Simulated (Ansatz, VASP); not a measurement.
Hg: VASP beside Ansatz

Contents of INCAR:

```
ALGO = Normal
EDIFF = 1E-6
ENCUT = 500
GGA = PE
GGA_COMPAT = False
ISIF = 2
ISMEAR = -1
LASPH = True
LCHARG = True
LELF = True
LREAL = False
LVHAR = True
LWAVE = False
NBANDS = 32
NELM = 120
PREC = Accurate
SIGMA = 0.1
```

File KPOINTS:

```
k-points
0
Gamma
  12 12 4
```

The input POSCAR:

```
Hg
1.0
    3.5672285175      0.0000000000      0.0000000000
   -1.7836142588      3.0893105173      0.0000000000
    0.0000000000      0.0000000000     11.3007975671
Hg
4
Direct
    0.0000000000      1.0000000000      0.0000000000
    0.0000000000      1.0000000000      0.5000000000
    0.3333333333      0.6666666667      0.2500000000
    0.6666666667      0.3333333333      0.7500000000
```

Input for Ansatz:

```yaml
crystal:
  lattice:
    - [3.5672285175, 0.0, 0.0]
    - [-1.7836142588, 3.0893105173, 0.0]
    - [0.0, 0.0, 11.3007975671]
  atoms:
    - { symbol: Hg, position: [0.0, 1.0, 0.0] }
    - { symbol: Hg, position: [0.0, 1.0, 0.5] }
    - { symbol: Hg, position: [0.3333333333, 0.6666666667, 0.25] }
    - { symbol: Hg, position: [0.6666666667, 0.3333333333, 0.75] }
hamiltonian:
  xc: pbe
  pseudopotentials:
    kind: paw
    azcp:
      Hg: "pseudopotentials/Hg.paw.azcp"
basis:
  ecutwfc: 420
  fft_grid_basis: typed
kpoints:
  mp_grid: { grid: [12, 12, 4], shift: [0, 0, 0] }
magnetization:
  spin_polarized: false
scf:
  occupations: { method: fermi_dirac, width: 0.1 }
  lower_state_search: "off"
output:
  stress: true
```

Alike in both runs: task single point; functional PBE; k mesh 12 × 12 × 4; occupations fermi-dirac, width 0.1 eV; no spin polarisation.

|  | VASP | Ansatz |
| --- | --- | --- |
| version | VASP 6.6.1 | Ansatz 0.2.0 |
| potentials or method | VASP PAW PBE potentials, release 64 (Hg), cutoff 500 eV | plane waves (420 eV) with PAW, scalar-relativistic |
| valence electrons in the cell | 48 | 80 |

```csv
,VASP,Ansatz,Ansatz less VASP
pressure (GPa),0.0,0.0,-0.05
```

With one functional, cell and mesh, what is left measures potentials, basis and numerics. VASP's potentials hold 48 valence electrons a cell and Ansatz's 80, so a difference there can come from the potentials and not from the codes.

Spin-orbit coupling is off throughout.
